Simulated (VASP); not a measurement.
# BAs (F-43m) in VASP: a series of runs

BAs is run at these levels: PBE, PBE+D4; tasks: single point, relaxation of cell and atoms.

All numbers are computed with VASP 6.6.1; they aren't measurements. Logs are shortened: lines on timing, memory, paths and dates and some standing lists are left out, and cuts for length are marked.

### 1 The cell of the first run

It takes space group F-43m (No. 216, cubic). The conventional cell has a = 4.777 Å, b = 4.777 Å, c = 4.777 Å, α = 90.00°, β = 90.00°, γ = 90.00°. Within 2.7 Å of As (site symmetry -43m) lie 4 B at 2.07 Å. B (site symmetry -43m) has 4 As at 2.07 Å within 2.7 Å.

### 2 Single point, PBE

INCAR

```
PREC = Accurate
ENCUT = 520
EDIFF = 1E-7
ISMEAR = 0
SIGMA = 0.022
LREAL = F
LASPH = T
NELM = 100
ALGO = Normal
ISIF = 2
LWAVE = F
LCHARG = F
GGA = PE
NBANDS = 11
```

KPOINTS

```
Automatic mesh
0
Gamma
  10 10 10
```

POSCAR

```
BAs
1.0
    0.0000000000      2.3885000000      2.3885000000
    2.3885000000      0.0000000000      2.3885000000
    2.3885000000      2.3885000000      0.0000000000
As B
1 1
Direct
    0.7500000000      0.7500000000      0.7500000000
    0.0000000000      0.0000000000      0.0000000000
```

Potentials or basis: VASP PAW PBE potentials, release 64 (As, B).

Run with:

```sh
$ cat potpaw_PBE.64/As/POTCAR potpaw_PBE.64/B/POTCAR > POTCAR
$ mpirun -np 1 vasp_std > vasp.out
```

OUTCAR:

```text
PREC = Accurate
   ENCUT = 520
   EDIFF = 1E-7
   ISMEAR = 0
   LREAL = F
   LASPH = T
   NELM = 100
   ISIF = 2
   GGA = PE

 ion  position               nearest neighbor table
   1  0.750  0.750  0.750-   2 2.07   2 2.07   2 2.07   2 2.07
   2  0.000  0.000  0.000-   1 2.07   1 2.07   1 2.07   1 2.07

  LATTYP: Found a face centered cubic cell.
 ALAT       =     4.7770000000

  Lattice vectors:

 A1 = (   0.0000000000,   2.3885000000,   2.3885000000)
 A2 = (   2.3885000000,   0.0000000000,   2.3885000000)
 A3 = (   2.3885000000,   2.3885000000,   0.0000000000)

Analysis of symmetry for initial positions (statically):
=====================================================================
 Subroutine PRICEL returns:
 Original cell was already a primitive cell.

 Routine SETGRP: Setting up the symmetry group for a
 face centered cubic supercell.

 Subroutine GETGRP returns: Found 24 space group operations
 (whereof 24 operations were pure point group operations)
 out of a pool of 48 trial point group operations.

The static configuration has the point symmetry T_d .

Analysis of symmetry for dynamics (positions and initial velocities):
=====================================================================
 Subroutine PRICEL returns:
 Original cell was already a primitive cell.

 Routine SETGRP: Setting up the symmetry group for a
 face centered cubic supercell.

 Subroutine GETGRP returns: Found 24 space group operations
 (whereof 24 operations were pure point group operations)
 out of a pool of 48 trial point group operations.

The dynamic configuration has the point symmetry T_d .

 Subroutine INISYM returns: Found 24 space group operations
 (whereof 24 operations are pure point group operations),
 and found     1 'primitive' translations

----------------------------------------------------------------------------------------

                                     Primitive cell

  volume of cell :      27.2525

  direct lattice vectors                    reciprocal lattice vectors
     0.000000000  2.388500000  2.388500000    -0.209336404  0.209336404  0.209336404
     2.388500000  0.000000000  2.388500000     0.209336404 -0.209336404  0.209336404
     2.388500000  2.388500000  0.000000000     0.209336404  0.209336404 -0.209336404

  length of vectors
     3.377849094  3.377849094  3.377849094     0.362581287  0.362581287  0.362581287

  position of ions in fractional coordinates (direct lattice)
     0.750000000  0.750000000  0.750000000
     0.000000000  0.000000000  0.000000000

  ion indices of the primitive-cell ions
   primitive index   ion index
                 1           1
                 2           2

----------------------------------------------------------------------------------------

 KPOINTS: Automatic mesh

Automatic generation of k-mesh.
 Grid dimensions read from file:
 generate k-points for:   10   10   10

 Generating k-lattice:

  Cartesian coordinates                     Fractional coordinates (reciprocal lattice)
    -0.020933640  0.020933640  0.020933640     0.100000000  0.000000000  0.000000000
     0.020933640 -0.020933640  0.020933640     0.000000000  0.100000000  0.000000000
     0.020933640  0.020933640 -0.020933640     0.000000000  0.000000000  0.100000000

  Length of vectors
     0.036258129  0.036258129  0.036258129

  Shift w.r.t. Gamma in fractional coordinates (k-lattice)
     0.000000000  0.000000000  0.000000000

 Subroutine IBZKPT returns following result:
 ===========================================

 Found     47 irreducible k-points:

 Following reciprocal coordinates:
            Coordinates               Weight
  0.000000  0.000000  0.000000      1.000000
  0.100000  0.000000  0.000000      8.000000
  0.200000  0.000000  0.000000      8.000000
  0.300000  0.000000  0.000000      8.000000
  0.400000  0.000000  0.000000      8.000000
  0.500000  0.000000  0.000000      4.000000
[... 16 lines left out ...]
  0.300000  0.300000  0.000000      6.000000
  0.400000  0.300000  0.000000     24.000000
 [... further k-points ...]
   k-points           NKPTS =     47   k-points in BZ     NKDIM =     47   number of bands    NBANDS=     11
   number of dos      NEDOS =    301   number of ions     NIONS =      2
   total plane-waves  NPLWV =  21952
   dimension x,y,z NGX =    28 NGY =   28 NGZ =   28
   dimension x,y,z NGXF=    56 NGYF=   56 NGZF=   56
   ions per type =               1   1
   NGX,Y,Z   is equivalent  to a cutoff of  13.78, 13.78, 13.78 a.u.
   NGXF,Y,Z  is equivalent  to a cutoff of  27.56, 27.56, 27.56 a.u.
 SYSTEM =  unknown system
   PREC   = accura    normal or accurate (medium, high low for compatibility)
   ISTART =      0    job   : 0-new  1-cont  2-samecut
   ICHARG =      2    charge: 1-file 2-atom 10-const
   ISPIN  =      1    spin polarized calculation?
   LNONCOLLINEAR =      F non collinear calculations
   LSORBIT =      F    spin-orbit coupling
   LASPH  =      T    aspherical Exc in radial PAW
   ENCUT  =  520.0 eV  38.22 Ry    6.18 a.u.   6.28  6.28  6.28*2*pi/ulx,y,z
   NELM   =    100;   NELMIN=  2; NELMDL= -5     # of ELM steps
   EDIFF  = 0.1E-06   stopping-criterion for ELM
   LREAL  =      F    real-space projection
   EDIFFG = 0.1E-05   stopping-criterion for IOM
   NSW    =      0    number of steps for IOM
   IBRION =     -1    ionic relax: 0-MD 1-quasi-New 2-CG
   NFREE  =      0    steps in history (QN), initial steepest desc. (CG)
   ISIF   =      2    stress and relaxation
   ISYM   =      2    0-nonsym 1-usesym 2-fastsym
   POTIM  = 0.5000    time-step for ionic-motion
   TEBEG  =    0.0;   TEEND  =   0.0 temperature during run
   PSTRESS=    0.0 pullay stress
   NELECT =       8.0000    total number of electrons
   NUPDOWN=      -1.0000    fix difference up-down
   EMIN   =  10.00;   EMAX   =-10.00  energy-range for DOS
   EFERMI =   0.00;   METHOD = LEGACY
   ISMEAR =     0;   SIGMA  =   0.02  broadening in eV -4-tet -1-fermi 0-gaus
   EFERMI_NEDOS =   21; number of points for ismear=-14 and -15
   IALGO  =     38    algorithm
   IMIX   =      4    mixing-type and parameters
     AMIX     =   0.40;   BMIX     =  1.00
     AMIX_MAG =   1.60;   BMIX_MAG =  1.00
  volume/ion in A,a.u.               =      13.63        91.95
  Fermi-wavevector in a.u.,A,eV,Ry     =   1.088018  2.056057 16.106360  1.183784
  Thomas-Fermi vector in A             =   2.224191
   LORBIT       =      0    0 simple, 1 ext, 2 COOP (PROOUT), +10 PAW based schemes
   GGA     = PE    functional components
   LHFCALC =     F    Hartree Fock is set to
   AEXX    =    0.0000 exact exchange contribution
   IVDW    =     0    specifies the selected vdW correction
   LEPSILON=     F    determine dielectric tensor
   LRPA    =     F    only Hartree local field effects (RPA)
 non-spin polarized calculation
 Gauss-broadening in eV      SIGMA  =   0.02
  energy-cutoff  :      520.00
  volume of cell :       27.25
 maximum number of plane-waves:       754
 NGX is ok and might be reduce to    28
   NGX = 13   NGY = 13   NGZ = 13

 number of electron       8.0000000 magnetization

 Free energy of the ion-electron system (eV)
  ---------------------------------------------------
  ext. energy  EPLUGINS =         0.00000000
  ---------------------------------------------------
  free energy    TOTEN  =       -11.40640282 eV

  energy without entropy =      -11.40640282  energy(sigma->0) =      -11.40640282

 E-fermi :   6.2384     XC(G=0): -10.5843

 val. band max:        6.1261798752   @ k =   0.0000   0.0000   0.0000
 cond. band min:       7.3017354821   @ k =   0.4000   0.4000   0.0000
 fundamental gap:      1.1755556069
 Fermi energy:         6.2384222907

 k-point     1 :       0.0000    0.0000    0.0000
  band No.  band energies     occupation
      1      -9.2750      2.00000
      2       6.1262      2.00000
      3       6.1262      2.00000
      4       6.1262      2.00000
      5       9.4027      0.00000
      6       9.4027      0.00000
      7       9.4027      0.00000
      8      10.8130      0.00000
      9      15.7091      0.00000
     10      19.0767      0.00000
     11      19.0767      0.00000

 k-point     2 :       0.1000    0.0000    0.0000
  band No.  band energies     occupation
      1      -9.1108      2.00000
      2       4.7308      2.00000
      3       5.8245      2.00000
      4       5.8245      2.00000
      5       9.5501      0.00000
      6       9.8000      0.00000
      7       9.8000      0.00000
      8      11.6848      0.00000
      9      16.3543      0.00000
     10      18.0092      0.00000
     11      18.0092      0.00000

 k-point     3 :       0.2000    0.0000    0.0000
  band No.  band energies     occupation
      1      -8.6265      2.00000
      2       2.3654      2.00000
      3       5.2498      2.00000
      4       5.2498      2.00000
      5       9.3350      0.00000
      6      10.5170      0.00000
      7      10.5170      0.00000
      8      13.3082      0.00000
      9      17.2897      0.00000
     10      17.2897      0.00000
     11      17.3528      0.00000

 k-point     4 :       0.3000    0.0000    0.0000
  band No.  band energies     occupation
      1      -7.8585      2.00000
      2       0.0737      2.00000
      3       4.7416      2.00000
      4       4.7416      2.00000
      5       9.0630      0.00000
      6      10.9191      0.00000
      7      10.9191      0.00000
      8      14.5733      0.00000
      9      17.4744      0.00000
     10      17.7372      0.00000
     11      17.7372      0.00000

 k-point     5 :       0.4000    0.0000    0.0000
  band No.  band energies     occupation
      1      -6.9397      2.00000
      2      -1.8019      2.00000
      3       4.4155      2.00000
      4       4.4155      2.00000
      5       8.8805      0.00000
      6      10.9451      0.00000
      7      10.9451      0.00000
      8      14.9864      0.00000
      9      18.1879      0.00000
     10      19.2604      0.00000
     11      19.2604      0.00000
[... 211 lines left out ...]
 k-point    21 :      -0.3000    0.2000    0.0000
  band No.  band energies     occupation
      1      -6.7264      2.00000
      2      -0.9142      2.00000
      3       1.5069      2.00000
      4       4.1714      2.00000
      5       9.6527      0.00000
      6      12.0630      0.00000
      7      12.3350      0.00000
      8      14.2493      0.00000
      9      16.8144      0.00000
     10      18.2335      0.00000
     11      21.4382      0.00000

 k-point    22 :      -0.2000    0.2000    0.0000
  band No.  band energies     occupation
      1      -7.5950      2.00000
      2       0.6555      2.00000
      3       2.0530      2.00000
      4       4.8330      2.00000
      5      10.0596      0.00000
      6      11.2440      0.00000
      7      12.1364      0.00000
      8      13.1324      0.00000
      9      16.0106      0.00000
     10      18.7524      0.00000
     11      20.3076      0.00000

 k-point    23 :       0.3000    0.3000    0.0000
  band No.  band energies     occupation
      1      -7.3590      2.00000
      2       0.9137      2.00000
      3       2.9368      2.00000
      4       2.9368      2.00000
      5       7.5220      0.00000
      6       9.7837      0.00000
      7      14.5795      0.00000
      8      14.5795      0.00000
      9      17.1250      0.00000
     10      21.1915      0.00000
     11      21.2233      0.00000

 k-point    24 :       0.4000    0.3000    0.0000
  band No.  band energies     occupation
      1      -6.6309      2.00000
      2      -0.3315      2.00000
      3       2.1498      2.00000
      4       2.6400      2.00000
      5       7.8224      0.00000
      6       9.5221      0.00000
      7      14.9619      0.00000
      8      15.1947      0.00000
      9      18.1794      0.00000
     10      21.9433      0.00000
     11      21.9977      0.00000

 [... further k-points ...]
[... 5 lines left out ...]
  --------------------------------------------------------------------------------------
  -------------------------------------------------------------------------------------
  Total        0.5835160      0.5835160      0.5835160      0.0000000      0.0000000     -0.0000000
  in kB       34.3050135     34.3050135     34.3050135      0.0000000      0.0000000     -0.0000000
  external PRESSURE =      34.3050135 kB  Pullay stress =       0.0000000 kB

 VOLUME and BASIS-vectors are now :
 -----------------------------------------------------------------------------
  energy-cutoff  :      520.00
  volume of cell :       27.25
      direct lattice vectors                 reciprocal lattice vectors
     0.000000000  2.388500000  2.388500000    -0.209336404  0.209336404  0.209336404
     2.388500000  0.000000000  2.388500000     0.209336404 -0.209336404  0.209336404
     2.388500000  2.388500000  0.000000000     0.209336404  0.209336404 -0.209336404

 POSITION                                       TOTAL-FORCE (eV/Angst)
 -----------------------------------------------------------------------------------
      3.58275      3.58275      3.58275         0.000000     -0.000000      0.000000
      0.00000      0.00000      0.00000        -0.000000      0.000000     -0.000000
 -----------------------------------------------------------------------------------
    total drift:                                0.000000      0.000000      0.000000

  FREE ENERGIE OF THE ION-ELECTRON SYSTEM (eV)
  ---------------------------------------------------
  free  energy   TOTEN  =       -11.4064028169 eV

  energy  without entropy=      -11.4064028169  energy(sigma->0) =      -11.40640282
```

Run time: 22 s. Hardware: 1 thread of Intel Xeon Platinum 8259CL at 2.50GHz (Skylake/Cascade Lake), shared host; peak memory 0.16 GiB.

What came out:

* Free energy: -11.4064 eV
* Pressure: 3.4 GPa
* Band gap on the k mesh: 1.18 eV, indirect (least direct gap 3.28 eV)

Levels at points of the mesh, in eV from the valence-band top:
| k point | band 2 | band 3 | band 4 | band 5 | band 6 | band 7 |
| --- | --- | --- | --- | --- | --- | --- |
| (0.00, 0.00, 0.00) | 0.00 | 0.00 | 0.00 | 3.28 | 3.28 | 3.28 |
| (0.50, 0.00, 0.00) | -8.79 | -1.82 | -1.82 | 2.69 | 4.78 | 4.78 |
| (0.50, 0.50, 0.00) | -8.53 | -4.08 | -4.08 | 1.43 | 1.44 | 11.37 |

A k mesh can miss the band edges.

### 3 Relaxation of cell and atoms, PBE+D4

INCAR

```
ALGO = Normal
EDIFF = 1E-6
EDIFFG = -0.01
ENCUT = 600
GGA = PE
IBRION = 2
ISIF = 3
ISMEAR = -1
IVDW = 13
LASPH = True
LCHARG = False
LREAL = False
LWAVE = False
NELM = 100
NSW = 80
PREC = Accurate
SIGMA = 0.05
```

KPOINTS

```
k-points
0
Gamma
  10 10 10
```

POSCAR is that of step 2.

Potentials or basis: VASP PAW PBE potentials, release 64 (As, B).

Run with:

```sh
$ cat potpaw_PBE.64/As/POTCAR potpaw_PBE.64/B/POTCAR > POTCAR
$ mpirun -np 1 vasp_std > vasp.out
```

Run time: 34 s. Hardware: 1 thread of Intel Xeon Platinum 8259CL at 2.50GHz (Skylake/Cascade Lake), shared host; peak memory 0.16 GiB.

It converged, with:

```
Free energy                            : -12.1592 eV
Relaxed volume                         : 13.53 Å³/atom
Relaxed cell                           : a = 3.370 Å, b = 3.370 Å, c = 3.370 Å, α = 60.00°, β = 60.00°, γ = 60.00°
Space group after relaxing (to 0.05 Å) : F-43m (No. 216)
Energy gained by relaxing              : 0.3 meV/atom
Ionic steps                            : 3
Pressure after relaxing                : 0.0 GPa
Band gap on the k mesh                 : 1.17 eV, indirect (least direct gap 3.29 eV)
Dispersion energy per atom             : -0.378 eV
```

The path:
```
step  energy change (eV)  largest force (eV/Å)  pressure (GPa)  volume (Å³)
   1              0.0000                0.0000           -0.98        27.25
   2             -0.0003                0.0000            0.73        26.92
   3             -0.0006                0.0000            0.00        27.06
```

Final structure:
```
As B
1.0
     0.00000    2.38286    2.38286
     2.38286    0.00000    2.38286
     2.38286    2.38286    0.00000
As B
1 1
Cartesian
  3.5743 3.5743 3.5743
  0.0000 0.0000 0.0000
```

Levels at points of the mesh, in eV from the valence-band top:
```csv
k point,band 2,band 3,band 4,band 5,band 6,band 7
"(0.00, 0.00, 0.00)",0.00,0.00,0.00,3.29,3.29,3.29
"(0.50, 0.00, 0.00)",-8.84,-1.83,-1.83,2.73,4.79,4.79
"(0.50, 0.50, 0.00)",-8.57,-4.11,-4.11,1.42,1.44,11.43
```

A k mesh can miss the band edges. Expect the measured gap to be larger: semilocal functionals such as PBE lack the derivative discontinuity.
